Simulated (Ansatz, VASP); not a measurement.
Two plane-wave programs on Pd

The input INCAR:

```
SYSTEM = Pd
PREC = Accurate
ENCUT = 520
EDIFF = 1E-6
ISMEAR = 0
SIGMA = 0.15
LREAL = .False.
LASPH = .True.
NELM = 80
ALGO = Normal
ISIF = 2
LWAVE = .False.
LCHARG = .False.
GGA = PE
NBANDS = 11
```

File KPOINTS:

```
Automatic mesh
0
Gamma
  20 20 20
  0 0 0
```

Contents of POSCAR:

```
Pd
1.0
    0.0000000000      2.0421450000      1.8962775000
    2.0421450000      0.0000000000      1.8962775000
    2.0421450000      2.0421450000      0.0000000000
Pd
1
Direct
    0.0000000000      0.0000000000      0.0000000000
```

Input for Ansatz:

```yaml
crystal:
  lattice:
    - [0.0, 2.042145, 1.8962775]
    - [2.042145, 0.0, 1.8962775]
    - [2.042145, 2.042145, 0.0]
  atoms:
    - { symbol: Pd, position: [0.0, 0.0, 0.0] }
basis:
  ecutwfc: 420
kpoints:
  mp_grid: { grid: [20, 20, 20] }
hamiltonian:
  xc: pbe
scf:
  occupations: { method: gaussian, width: 0.15 }
output:
  forces: true
  stress: true
  eigenvalues: true
```

Change from the starting cell: strain +0.050 along x and y, -0.025 along z, atoms carried along.

Alike in both runs: task single point; functional PBE; k mesh 20 × 20 × 20; occupations gaussian, width 0.15 eV; no spin polarisation.

|  | VASP | Ansatz |
| --- | --- | --- |
| version | VASP 6.6.1 | Ansatz 0.2.0 |
| potentials or method | VASP PAW PBE potentials, release 64 (Pd), cutoff 520 eV | scalar-relativistic, plane waves, PAW |
| valence electrons in the cell | 10 | 18 |

Ansatz gave:

```
gap on the k mesh at the Fermi level (eV)                     : none
pressure (GPa)                                                : -4.6
traceless stress, the component that is largest in VASP (GPa) : 1.39
```

Question: What did VASP give for the same quantities?

Answer: gap on the k mesh at the Fermi level (eV): none; pressure (GPa): -4.9; traceless stress, the component that is largest in VASP (GPa): 1.38.

A gap of «none» marks a metal or a gap that the smearing closes. VASP's potentials hold 10 valence electrons a cell and Ansatz's 18, so a difference there can come from the potentials and not from the codes.
